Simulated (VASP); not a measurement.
# Si2W (I4/mmm) in VASP: further runs

Runs on Si2W. Level: PBEsol. Tasks: single point.

Everything below comes from runs of VASP 6.6.1. Logs are shortened: lines on timing, memory, paths and dates and some standing lists are left out, and cuts for length are marked.

## (1) The cell of the first run

The structure is tetragonal, space group I4/mmm (No. 139). The conventional cell has a = 3.214 Å, b = 3.214 Å, c = 7.517 Å, α = 90.00°, β = 90.00°, γ = 90.00°. W (site symmetry 4/mmm) has 10 Si at 2.52 to 2.59 Å and 4 W at 3.21 Å within 3.3 Å. Si (site symmetry 4mm) has 9 Si at 2.49 to 3.21 Å and 5 W at 2.52 to 2.59 Å within 3.3 Å.

## (2) Single point, PBEsol

File INCAR:

```
PREC = Accurate ; ENCUT = 520
EDIFF = 1E-6 ; ISMEAR = -1
SIGMA = 0.05 ; LREAL = F
LASPH = T ; NELM = 100
ALGO = Normal ; ISIF = 2
LWAVE = F ; LCHARG = F
GGA = PS ; NBANDS = 18
```

File KPOINTS:

```
Automatic mesh
0
Gamma
  10 10 10
```

File POSCAR:

```
Si2W
1.0
   -1.6069000000      1.6069000000      3.7583520000
    1.6069000000     -1.6069000000      3.7583520000
    1.6069000000      1.6069000000     -3.7583520000
W Si
1 2
Direct
    0.0000000000      0.0000000000      0.0000000000
    0.6653000000      0.6653000000      0.0000000000
    0.3347000000      0.3347000000      0.0000000000
```

Potentials or basis: VASP PAW PBE potentials, release 64 (W_sv, Si).

Started as:

```sh
$ cat potpaw_PBE.64/W_sv/POTCAR potpaw_PBE.64/Si/POTCAR > POTCAR
$ mpirun -np 1 vasp_std > vasp.out
```

OUTCAR:

```text
PREC = Accurate
   ENCUT = 520
   EDIFF = 1E-6
   ISMEAR = -1
   LREAL = F
   LASPH = T
   NELM = 100
   ISIF = 2
   GGA = PS

 ion  position               nearest neighbor table
   1  0.000  0.000  0.000-   2 2.52   3 2.52   2 2.59   3 2.59   2 2.59   2 2.59   2 2.59   3 2.59
                             3 2.59   3 2.59
   2  0.665  0.665  0.000-   3 2.49   1 2.52   1 2.59   1 2.59   1 2.59   1 2.59   3 2.60   3 2.60
                             3 2.60   3 2.60
   3  0.335  0.335  0.000-   2 2.49   1 2.52   1 2.59   1 2.59   1 2.59   1 2.59   2 2.60   2 2.60
                             2 2.60   2 2.60

  LATTYP: Found a body centered tetragonal cell.
 ALAT       =     3.2138000000
 C/A-ratio  =     2.3388835646

  Lattice vectors:

 A1 = (  -1.6069000000,   1.6069000000,   3.7583520000)
 A2 = (   1.6069000000,  -1.6069000000,   3.7583520000)
 A3 = (   1.6069000000,   1.6069000000,  -3.7583520000)

Analysis of symmetry for initial positions (statically):
=====================================================================
 Subroutine PRICEL returns:
 Original cell was already a primitive cell.

 Routine SETGRP: Setting up the symmetry group for a
 body centered tetragonal supercell.

 Subroutine GETGRP returns: Found 16 space group operations
 (whereof 16 operations were pure point group operations)
 out of a pool of 16 trial point group operations.

The static configuration has the point symmetry D_4h.

Analysis of symmetry for dynamics (positions and initial velocities):
=====================================================================
 Subroutine PRICEL returns:
 Original cell was already a primitive cell.

 Routine SETGRP: Setting up the symmetry group for a
 body centered tetragonal supercell.

 Subroutine GETGRP returns: Found 16 space group operations
 (whereof 16 operations were pure point group operations)
 out of a pool of 16 trial point group operations.

The dynamic configuration has the point symmetry D_4h.

 Subroutine INISYM returns: Found 16 space group operations
 (whereof 16 operations are pure point group operations),
 and found     1 'primitive' translations

----------------------------------------------------------------------------------------

                                     Primitive cell

  volume of cell :      38.8182

  direct lattice vectors                    reciprocal lattice vectors
    -1.606900000  1.606900000  3.758352000     0.000000000  0.311158131  0.133037033
     1.606900000 -1.606900000  3.758352000     0.311158131  0.000000000  0.133037033
     1.606900000  1.606900000 -3.758352000     0.311158131  0.311158131  0.000000000

  length of vectors
     4.391977342  4.391977342  4.391977342     0.338405429  0.338405429  0.440044048

  position of ions in fractional coordinates (direct lattice)
     0.000000000  0.000000000  0.000000000
     0.665300000  0.665300000  0.000000000
     0.334700000  0.334700000  0.000000000

  ion indices of the primitive-cell ions
   primitive index   ion index
                 1           1
                 2           2
                 3           3

----------------------------------------------------------------------------------------

 KPOINTS: Automatic mesh

Automatic generation of k-mesh.
 Grid dimensions read from file:
 generate k-points for:   10   10   10

 Generating k-lattice:

  Cartesian coordinates                     Fractional coordinates (reciprocal lattice)
     0.000000000  0.031115813  0.013303703     0.100000000  0.000000000  0.000000000
     0.031115813  0.000000000  0.013303703     0.000000000  0.100000000  0.000000000
     0.031115813  0.031115813  0.000000000     0.000000000  0.000000000  0.100000000

  Length of vectors
     0.033840543  0.033840543  0.044004405

  Shift w.r.t. Gamma in fractional coordinates (k-lattice)
     0.000000000  0.000000000  0.000000000

 Subroutine IBZKPT returns following result:
 ===========================================

 Found    102 irreducible k-points:

 Following reciprocal coordinates:
[... 42 lines left out ...]

 Free energy of the ion-electron system (eV)
  ---------------------------------------------------
  ext. energy  EPLUGINS =         0.00000000
  ---------------------------------------------------
  free energy    TOTEN  =       -26.52584749 eV

  energy without entropy =      -26.52370702  energy(sigma->0) =      -26.52477725

 E-fermi :  12.2983     XC(G=0): -12.7956

 val. band max:       12.2400250720   @ k =  -0.2000  -0.3000   0.2000
 cond. band min:      12.3976287790   @ k =   0.5000   0.5000   0.3000
 fundamental gap:      0.1576037070
 Fermi energy:        12.2982999589

 k-point     1 :       0.0000    0.0000    0.0000
  band No.  band energies     occupation
      1     -61.2738      2.00000
      2     -25.5702      2.00000
      3     -25.5702      2.00000
      4     -25.5605      2.00000
      5      -1.9619      2.00000
      6       5.4214      2.00000
[... 10 lines left out ...]
     17      18.6498      0.00000
     18      18.6498      0.00000

 k-point     2 :       0.1000    0.0000    0.0000
  band No.  band energies     occupation
      1     -61.2730      2.00000
      2     -25.5922      2.00000
      3     -25.5682      2.00000
      4     -25.5593      2.00000
      5      -1.7658      2.00000
      6       5.4456      2.00000
[... 10 lines left out ...]
     17      18.6154      0.00000
     18      19.1681      0.00000

 k-point     3 :       0.2000    0.0000    0.0000
  band No.  band energies     occupation
      1     -61.2711      2.00000
      2     -25.6493      2.00000
      3     -25.5631      2.00000
      4     -25.5559      2.00000
      5      -1.1921      2.00000
      6       5.3775      2.00000
[... 10 lines left out ...]
     17      18.9635      0.00000
     18      20.2996      0.00000

 k-point     4 :       0.3000    0.0000    0.0000
  band No.  band energies     occupation
      1     -61.2686      2.00000
      2     -25.7191      2.00000
      3     -25.5567      2.00000
      4     -25.5518      2.00000
      5      -0.2837      2.00000
      6       4.7471      2.00000
[... 375 lines left out ...]
      4     -25.5472      2.00000
      5      -0.7069      2.00000
      6       6.2850      2.00000
[... 10 lines left out ...]
     17      19.6214      0.00000
     18      20.0510      0.00000

 k-point    23 :       0.3000    0.3000    0.0000
  band No.  band energies     occupation
      1     -61.2636      2.00000
      2     -25.7029      2.00000
      3     -25.6978      2.00000
      4     -25.5417      2.00000
      5       1.5140      2.00000
      6       3.9612      2.00000
[... 10 lines left out ...]
     17      19.5805      0.00000
     18      21.4965      0.00000

 k-point    24 :       0.4000    0.3000    0.0000
  band No.  band energies     occupation
      1     -61.2617      2.00000
      2     -25.7541      2.00000
      3     -25.6930      2.00000
      4     -25.5356      2.00000
      5       2.4320      2.00000
      6       3.4780      2.00000
[... 10 lines left out ...]
     17      19.7761      0.00000
     18      21.9477      0.00000

 [... further k-points ...]
[... 5 lines left out ...]
  --------------------------------------------------------------------------------------
  -------------------------------------------------------------------------------------
  Total        0.6394449      0.6394449      6.0224832      0.0000000     -0.0000000      0.0000000
  in kB       26.3923808     26.3923808    248.5713293      0.0000000     -0.0000000      0.0000000
  external PRESSURE =     100.4520303 kB  Pullay stress =       0.0000000 kB

 VOLUME and BASIS-vectors are now :
 -----------------------------------------------------------------------------
  energy-cutoff  :      520.00
  volume of cell :       38.82
      direct lattice vectors                 reciprocal lattice vectors
    -1.606900000  1.606900000  3.758352000     0.000000000  0.311158131  0.133037033
     1.606900000 -1.606900000  3.758352000     0.311158131  0.000000000  0.133037033
     1.606900000  1.606900000 -3.758352000     0.311158131  0.311158131  0.000000000

 POSITION                                       TOTAL-FORCE (eV/Angst)
 -----------------------------------------------------------------------------------
      0.00000      0.00000      0.00000         0.000000      0.000000      0.000000
      0.00000      0.00000      5.00086        -0.000000     -0.000000      0.076392
      0.00000      0.00000      2.51584         0.000000      0.000000     -0.076392
 -----------------------------------------------------------------------------------
    total drift:                               -0.000000     -0.000000      0.000000

  FREE ENERGIE OF THE ION-ELECTRON SYSTEM (eV)
  ---------------------------------------------------
  free  energy   TOTEN  =       -26.5258474852 eV

  energy  without entropy=      -26.5237070218  energy(sigma->0) =      -26.52477725
```

Run time: 53 s. Hardware: 1 thread of Intel Xeon Platinum 8488C (Sapphire Rapids), shared host; peak memory 0.24 GiB.

What came out:

* Free energy: -26.5258 eV
* Pressure: 10.0 GPa
* Largest force: 0.076 eV/Å
* Band gap on the k mesh: zero (band 11 reaches 12.98 eV, above the bottom of band 12 at 11.92 eV)

Forces on the atoms (eV/Å):
```
W    0.000  0.000  0.000
Si   0.000  0.000  0.076
Si   0.000  0.000 -0.076
```

Caveat: the PAW data sets were made with another functional, which shifts forces and pressure a little; spin-orbit coupling is left out, which moves the levels of the heavy elements.

## (3) Single point, PBEsol

This run uses another cell than the first one, of 13.21 Å³/atom, 1.021 times its volume.

File INCAR:

```
SYSTEM = Si2W
PREC = Accurate
ENCUT = 520
EDIFF = 1E-6
ISMEAR = -1
SIGMA = 0.05
LREAL = .False.
LASPH = .True.
NELM = 60
ALGO = Normal
ISIF = 2
LWAVE = .False.
LCHARG = .False.
GGA = PS
NBANDS = 18
```

File KPOINTS:

```
Automatic mesh
0
Gamma
  10 10 10
  0 0 0
```

File POSCAR:

```
Si2W
1.0
   -1.6069000000      1.6069000000      3.8366510000
    1.6069000000     -1.6069000000      3.8366510000
    1.6069000000      1.6069000000     -3.8366510000
W Si
1 2
Direct
    0.0000000000      0.0000000000      0.0000000000
    0.6653000000      0.6653000000      0.0000000000
    0.3347000000      0.3347000000      0.0000000000
```

Potentials or basis: VASP PAW PBE potentials, release 64 (W_sv, Si).

Started as:

```sh
$ cat potpaw_PBE.64/W_sv/POTCAR potpaw_PBE.64/Si/POTCAR > POTCAR
$ mpirun -np 1 vasp_std > vasp.out
```

It took 58 s on 1 thread of Intel Xeon Platinum 8488C (Sapphire Rapids), shared host; peak memory 0.23 GiB.

Results (log left out):

```
Free energy            : -26.6145 eV
Pressure               : 3.8 GPa
Largest force          : 0.045 eV/Å
Band gap on the k mesh : zero (band 11 reaches 12.78 eV, above the bottom of band 12 at 11.60 eV)
```

Forces on the atoms (eV/Å):
```
W    0.000  0.000  0.000
Si   0.000  0.000  0.045
Si   0.000  0.000 -0.045
```

Stress tensor (GPa, compression positive):
```
 0.35  0.00  0.00
 0.00  0.35  0.00
 0.00  0.00 10.55
```

Levels at points of the mesh, in eV from the Fermi level:
| k point | band 9 | band 10 | band 11 | band 12 | band 13 | band 14 |
| --- | --- | --- | --- | --- | --- | --- |
| (0.00, 0.00, 0.00) | -2.92 | -2.92 | 0.58 | 2.85 | 2.89 | 3.06 |
| (0.50, 0.00, 0.00) | -2.89 | -2.73 | -0.46 | 2.72 | 2.79 | 4.27 |
| (0.50, 0.50, 0.00) | -5.06 | -3.13 | -1.72 | 3.00 | 3.18 | 3.19 |
| (0.50, 0.50, 0.50) | -0.89 | -0.89 | -0.42 | -0.42 | 0.78 | 5.05 |

Caveat: the PAW data sets were made with another functional, which shifts forces and pressure a little; spin-orbit coupling is left out, which moves the levels of the heavy elements.

## (4) Single point, PBEsol

This run uses another cell than the first one, of 13.34 Å³/atom, 1.031 times its volume.

File INCAR:

```
PREC = Accurate ; ENCUT = 520
EDIFF = 1E-7 ; ISMEAR = -1
SIGMA = 0.05 ; LREAL = False
LASPH = True ; NELM = 100
ALGO = Normal ; ISIF = 2
LWAVE = False ; LCHARG = True
GGA = PS ; LELF = True
LVHAR = True ; NBANDS = 18
```

File KPOINTS:

```
Automatic mesh
0
Gamma
  10 10 10
```

File POSCAR:

```
Si2W
1.0
   -1.6069000000      1.6069000000      3.8758005000
    1.6069000000     -1.6069000000      3.8758005000
    1.6069000000      1.6069000000     -3.8758005000
W Si
1 2
Direct
    0.0000000000      0.0000000000      0.0000000000
    0.6653000000      0.6653000000      0.0000000000
    0.3347000000      0.3347000000      0.0000000000
```

Started as:

```sh
$ cat potpaw_PBE.64/W_sv/POTCAR potpaw_PBE.64/Si/POTCAR > POTCAR
$ mpirun -np 1 vasp_std > vasp.out
```

Wall time 90 s (1 thread of Intel Xeon Platinum 8488C (Sapphire Rapids), shared host); peak memory 0.23 GiB.

It converged, with:

- Free energy: -26.6333 eV
- Pressure: 1.0 GPa
- Largest force: 0.023 eV/Å
- Band gap on the k mesh: zero (band 11 reaches 12.68 eV, above the bottom of band 12 at 11.44 eV)

Forces in eV/Å, atoms in the order of the input:
```
W    0.000  0.000  0.000
Si   0.000  0.000  0.023
Si   0.000  0.000 -0.023
```

Stress tensor (GPa, compression positive):
```
-0.69  0.00  0.00
 0.00 -0.69  0.00
 0.00  0.00  4.31
```

Levels at points of the mesh, in eV from the Fermi level:
```
           k point  band 8  band 9  band 10  band 11  band 12  band 13  band 14  band 15
(0.00, 0.00, 0.00)   -3.35   -2.88    -2.88     0.60     2.81     2.90     3.08     3.08
(0.50, 0.00, 0.00)   -4.82   -2.84    -2.75    -0.45     2.70     2.80     4.11     4.62
(0.50, 0.50, 0.00)   -5.43   -5.04    -3.19    -1.73     2.98     3.00     3.16     4.10
(0.50, 0.50, 0.50)   -2.61   -0.86    -0.86    -0.46    -0.46     0.79     4.79     5.11
```

Caveat: the PAW data sets were made with another functional, which shifts forces and pressure a little; spin-orbit coupling is left out, which moves the levels of the heavy elements.

## (5) Single point, PBEsol

This run uses another cell than the first one, of 13.48 Å³/atom, 1.042 times its volume.

File INCAR:

```
PREC = Accurate
ENCUT = 520
EDIFF = 1E-7
ISMEAR = -1
SIGMA = 0.05
LREAL = F
LASPH = T
NELM = 100
ALGO = Normal
ISIF = 2
LWAVE = F
LCHARG = F
GGA = PS
NBANDS = 18
```

KPOINTS is that of step 4.

File POSCAR:

```
Si2W
1.0
   -1.6069000000      1.6069000000      3.9149500000
    1.6069000000     -1.6069000000      3.9149500000
    1.6069000000      1.6069000000     -3.9149500000
W Si
1 2
Direct
    0.0000000000      0.0000000000      0.0000000000
    0.6653000000      0.6653000000      0.0000000000
    0.3347000000      0.3347000000      0.0000000000
```

Started as:

```sh
$ cat potpaw_PBE.64/W_sv/POTCAR potpaw_PBE.64/Si/POTCAR > POTCAR
$ mpirun -np 1 vasp_std > vasp.out
```

Wall time 69 s (1 thread of Intel Xeon Platinum 8488C (Sapphire Rapids), shared host); peak memory 0.23 GiB.

The run converged. Its results:

```
Free energy            : -26.6370 eV
Pressure               : -1.6 GPa
Band gap on the k mesh : zero (band 11 reaches 12.58 eV, above the bottom of band 12 at 11.29 eV)
```

Forces in eV/Å, atoms in the order of the input:
```
W    0.000  0.000  0.000
Si   0.000  0.000 -0.002
Si   0.000  0.000  0.002
```

Stress tensor (GPa, compression positive):
```
-1.72  0.00  0.00
 0.00 -1.72  0.00
 0.00  0.00 -1.42
```

Levels at points of the mesh, in eV from the Fermi level:
```
           k point  band 9  band 10  band 11  band 12  band 13  band 14
(0.00, 0.00, 0.00)   -2.83    -2.83     0.62     2.77     2.91     3.09
(0.50, 0.00, 0.00)   -2.79    -2.77    -0.44     2.69     2.81     3.95
(0.50, 0.50, 0.00)   -5.01    -3.25    -1.75     2.83     2.96     3.12
(0.50, 0.50, 0.50)   -0.82    -0.82    -0.50    -0.50     0.80     4.53
```

Caveat: the PAW data sets were made with another functional, which shifts forces and pressure a little; spin-orbit coupling is left out, which moves the levels of the heavy elements.

## (6) Single point, PBEsol

This run uses another cell than the first one, of 13.61 Å³/atom, 1.052 times its volume.

File INCAR:

```
SYSTEM = Si2W
ALGO = Normal
EDIFF = 1E-6
ENCUT = 520
GGA = PS
ISIF = 2
ISMEAR = -1
LASPH = .TRUE.
LCHARG = .FALSE.
LREAL = .FALSE.
LWAVE = .FALSE.
NBANDS = 18
NELM = 80
PREC = Accurate
SIGMA = 0.05
```

File KPOINTS:

```
k-points
0
G
  10 10 10
  0 0 0
```

File POSCAR:

```
Si2W
1.0
   -1.6069000000      1.6069000000      3.9540995000
    1.6069000000     -1.6069000000      3.9540995000
    1.6069000000      1.6069000000     -3.9540995000
W Si
1 2
Direct
    0.0000000000      0.0000000000      0.0000000000
    0.6653000000      0.6653000000      0.0000000000
    0.3347000000      0.3347000000      0.0000000000
```

Potentials or basis: VASP PAW PBE potentials, release 64 (W_sv, Si).

Started as:

```sh
$ cat potpaw_PBE.64/W_sv/POTCAR potpaw_PBE.64/Si/POTCAR > POTCAR
$ mpirun -np 1 vasp_std > vasp.out
```

It took 50 s on 1 thread of Intel Xeon Platinum 8488C (Sapphire Rapids), shared host; peak memory 0.24 GiB.

The run converged. Its results:

```yaml
Free_energy: -26.6268 eV
Pressure: -4.1 GPa
Largest_force: 0.029 eV/Å
Band_gap_on_the_k_mesh: zero (band 11 reaches 12.49 eV, above the bottom of band 12 at 11.19 eV)
```

Forces in eV/Å, atoms in the order of the input:
```
W    0.000  0.000  0.000
Si   0.000  0.000 -0.029
Si   0.000  0.000  0.029
```

Stress tensor (GPa, compression positive):
```
-2.75  0.00  0.00
 0.00 -2.75  0.00
 0.00  0.00 -6.70
```

Levels at points of the mesh, in eV from the Fermi level:
| k point | band 8 | band 9 | band 10 | band 11 | band 12 | band 13 | band 14 | band 15 |
| --- | --- | --- | --- | --- | --- | --- | --- | --- |
| (0.00, 0.00, 0.00) | -3.34 | -2.79 | -2.79 | 0.64 | 2.74 | 2.93 | 3.11 | 3.11 |
| (0.50, 0.00, 0.00) | -4.86 | -2.78 | -2.74 | -0.42 | 2.68 | 2.82 | 3.80 | 4.24 |
| (0.50, 0.50, 0.00) | -5.49 | -4.98 | -3.30 | -1.76 | 2.66 | 2.94 | 3.07 | 3.73 |
| (0.50, 0.50, 0.50) | -2.56 | -0.78 | -0.78 | -0.53 | -0.53 | 0.80 | 4.29 | 4.69 |

Caveat: the PAW data sets were made with another functional, which shifts forces and pressure a little; spin-orbit coupling is left out, which moves the levels of the heavy elements.

## (7) Overview

| cell | gap on the mesh (eV) | pressure (GPa) | largest force (eV/Å) |
| --- | --- | --- | --- |
| a = 4.392 Å, angles 137.1, 137.1, 62.3°, 3 atoms | none | 10.0 | 0.08 |
| a = 4.459 Å, angles 137.8, 137.8, 61.3°, 3 atoms | none | 3.8 | 0.04 |
| a = 4.493 Å, angles 138.1, 138.1, 60.8°, 3 atoms | none | 1.0 | 0.02 |
| a = 4.527 Å, angles 138.4, 138.4, 60.3°, 3 atoms | none | -1.6 | - |
| a = 4.561 Å, angles 138.7, 138.7, 59.8°, 3 atoms | none | -4.1 | 0.03 |

Alike in all rows: task single point; level PBEsol; potentials or basis VASP PAW PBE potentials, release 64 (W_sv, Si); no spin polarisation; k mesh 10 × 10 × 10; cutoff (eV) 520; smearing fermi-dirac 0.05 eV.

Caveats: the PAW data sets were made with another functional, which shifts forces and pressure a little; spin-orbit coupling is left out, which moves the levels of the heavy elements.

Absolute energies hang on the potentials; compare differences alone.
